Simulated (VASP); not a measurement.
Here is a VASP 6.6.1 calculation.

POSCAR

```
PbS
1.0
    2.1126617058      1.2197458045      3.4519162518
   -2.1126617058      1.2197458045      3.4519162518
    0.0000000000     -2.4394916091      3.4519162518
Pb S
1 1
Direct
    0.9805657800      0.9805657800      0.9805657800
    0.4750355500      0.4750355500      0.4750355500
```

INCAR.step1

```
ALGO = Normal
EDIFF = 1E-5
ENCUT = 520
GGA = PE
ISIF = 2
ISMEAR = -1
LASPH = T
LCHARG = F
LREAL = F
LWAVE = T
NBANDS = 17
NELM = 80
PREC = Accurate
SIGMA = 0.05
```

The input INCAR.step2:

```
AEXX = 0.25
ALGO = Normal
EDIFF = 1E-6
ENCUT = 520
GGA = PE
ISIF = 2
ISMEAR = -1
ISTART = 1
LASPH = T
LCHARG = F
LHFCALC = T
LREAL = F
LWAVE = F
NBANDS = 17
NELM = 80
PREC = Accurate
PRECFOCK = Normal
SIGMA = 0.05
```

The input KPOINTS:

```
k-points
0
Gamma
  4 4 4
```

Potentials or basis: VASP PAW PBE potentials, release 64 (Pb_d, S).

Command:

```bash
$ cat potpaw_PBE.64/Pb_d/POTCAR potpaw_PBE.64/S/POTCAR > POTCAR
$ cp INCAR.step1 INCAR
$ mpirun -np 1 vasp_std > vasp.out
$ cp INCAR.step2 INCAR
$ mpirun -np 1 vasp_std > vasp.out
```

**Question.** What does it give for the largest force?

**Answer.** 0.026 eV/Å.

**Question.** What does it give for the pressure?

**Answer.** -0.3 GPa.

Forces on the atoms (eV/Å):
```
Pb   0.000  0.000  0.026
S    0.000  0.000 -0.026
```

Caveat: the k points lie up to 0.46 Å⁻¹ apart; the PAW data sets were made with another functional, which shifts forces and pressure a little.
